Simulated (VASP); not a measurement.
CaO:

```
Ca O
1.0
     3.86141    0.00000    0.00000
    -1.93071    3.34408    0.00000
     0.00000    0.00000    4.62733
Ca O
2 2
Direct
  0.33333 0.66667 0.93750
  0.66667 0.33333 0.43750
  0.33333 0.66667 0.43750
  0.66667 0.33333 0.93750
```

This cell differs from its parent crystal: strain -3.0%.

Base run:

- Program: VASP 6.6.1
- Functional: PBE
- Potentials or basis: VASP PAW PBE potentials, release 64 (Ca_sv, O)
- Cutoff: 520 eV
- k mesh: 12 × 12 × 6
- Occupations: fermi-dirac, width 0.02 eV
- Spin: no spin polarisation

Its results: band gap on the k mesh 3.51 eV; pressure 12.8 GPa.

Question: The run is repeated on the same cell with these changes: functional from PBE to r2SCAN; occupations from fermi-dirac, width 0.02 eV to gaussian, width 0.01 eV. What comes out?

Answer: Band gap on the k mesh 3.93 eV; pressure 11.8 GPa.

Caveats: the cell stands under pressure; the structure was generated, so it needn't be the stable form of CaO; the PAW data sets were made with another functional, which shifts forces and pressure a little (at least some runs).

A k mesh can miss the band edges.
